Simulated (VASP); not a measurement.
Here is a VASP 6.6.1 calculation.

File INCAR:

```
SYSTEM = MnO
PREC = Accurate
ENCUT = 520
EDIFF = 1E-6
ISMEAR = -1
SIGMA = 0.05
LREAL = .False.
LASPH = .True.
NELM = 150
ALGO = Normal
ISIF = 2
LWAVE = .False.
LCHARG = .True.
ISPIN = 2
MAGMOM = 4 0
LORBIT = 11
LMAXMIX = 4
GGA = PE
LELF = .True.
LVHAR = .True.
NBANDS = 20
```

KPOINTS

```
Automatic mesh
0
Gamma
  9 9 9
  0 0 0
```

Contents of POSCAR:

```
MnO
1.0
    0.0000000000      2.4035835361      2.4035835361
    2.4035835361      0.0000000000      2.4035835361
    2.4035835361      2.4035835361      0.0000000000
Mn O
1 1
Direct
    0.0000000000      0.0000000000      0.0000000000
    0.2500000000      0.2500000000      0.2500000000
```

Potentials or basis: VASP PAW PBE potentials, release 64 (Mn_pv, O).

Run with:

```bash
$ cat potpaw_PBE.64/Mn_pv/POTCAR potpaw_PBE.64/O/POTCAR > POTCAR
$ mpirun -np 1 vasp_std > vasp.out
```

**Question.** Estimate the pressure.

**Answer.** -0.2 GPa.

**Question.** Estimate the site moments.

**Answer.** Mn +4.43; O +0.19 μB.

**Question.** Estimate the band gap on the k mesh.

**Answer.** Zero (filled and empty bands overlap).

Caveat: a cell with one magnetic atom can't hold antiferromagnetic order, which such compounds often take; semilocal functionals often make such compounds metallic where correlation or magnetic order opens a gap, which also shifts bond lengths. With open d or f shells a metallic result of PBE can be an artefact of self-interaction; +U or a hybrid may open a gap.
